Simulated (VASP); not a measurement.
The system is Na2S.

```
Na S
1.0
     0.00000    3.26300    3.26300
     3.26300    0.00000    3.26300
     3.26300    3.26300    0.00000
Na S
2 1
Direct
  0.25000 0.25000 0.25000
  0.75000 0.75000 0.75000
  0.00000 0.00000 0.00000
```

| Item | Value |
| --- | --- |
| Program | VASP 6.6.1 |
| Task | relaxation of cell and atoms |
| Functional | LDA |
| Potentials or basis | VASP PAW LDA potentials, release 64 (Na_pv, S) |
| Cutoff | 500 eV |
| k mesh | 8 × 8 × 8 |
| Occupations | gaussian, width 0.02 eV |
| Spin | no spin polarisation |

At the start: pressure -1.9 GPa; volume 23.16 Å³/atom.

How do energy, volume and symmetry change on relaxing?

Over 3 steps the energy falls by 9.3 meV/atom and the volume is 21.73 Å³/atom (-6.2 %); space group Fm-3m (No. 225, to 0.05 Å).

Step by step:
| step | energy change (eV) | largest force (eV/Å) | pressure (GPa) | volume (Å³) |
| --- | --- | --- | --- | --- |
| 1 | 0.0000 | 0.0000 | -1.93 | 69.48 |
| 2 | -0.0239 | 0.0000 | -0.79 | 66.72 |
| 3 | -0.0279 | 0.0000 | -0.03 | 65.18 |

Final structure:
```xyz
3
Lattice="0.0000 3.1942 3.1942 3.1942 0.0000 3.1942 3.1942 3.1942 0.0000" Properties=species:S:1:pos:R:3 pbc="T T T"
Na    1.5971    1.5971    1.5971
Na    4.7913    4.7913    4.7913
S     0.0000    0.0000    0.0000
```
